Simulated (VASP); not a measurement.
Here is a VASP 6.6.1 calculation.

File INCAR:

```
SYSTEM = Zn
ALGO = Fast
EDIFF = 1E-6
ENCUT = 520
GGA = PE
ISIF = 2
ISMEAR = 0
LASPH = .True.
LCHARG = .False.
LREAL = .False.
LWAVE = .False.
NBANDS = 12
NELM = 80
PREC = Accurate
SIGMA = 0.15
```

File KPOINTS:

```
k-points
0
Gamma
  22 22 22
  0 0 0
```

The input POSCAR:

```
Zn
1.0
    0.0000000000      2.0741495628      1.7630271284
    2.0741495628      0.0000000000      1.7630271284
    2.0741495628      2.0741495628      0.0000000000
Zn
1
Direct
    0.0000000000      0.0000000000      0.0000000000
```

Potentials or basis: VASP PAW PBE potentials, release 64 (Zn).

Launch:

```console
$ cat potpaw_PBE.64/Zn/POTCAR > POTCAR
$ mpirun -np 1 vasp_std > vasp.out
```

(1) Estimate the pressure.

(2) Estimate the band gap on the k mesh.

Results:

(1) 0.6 GPa.

(2) zero (bands 6 and 7 overlap by 3.86 eV).
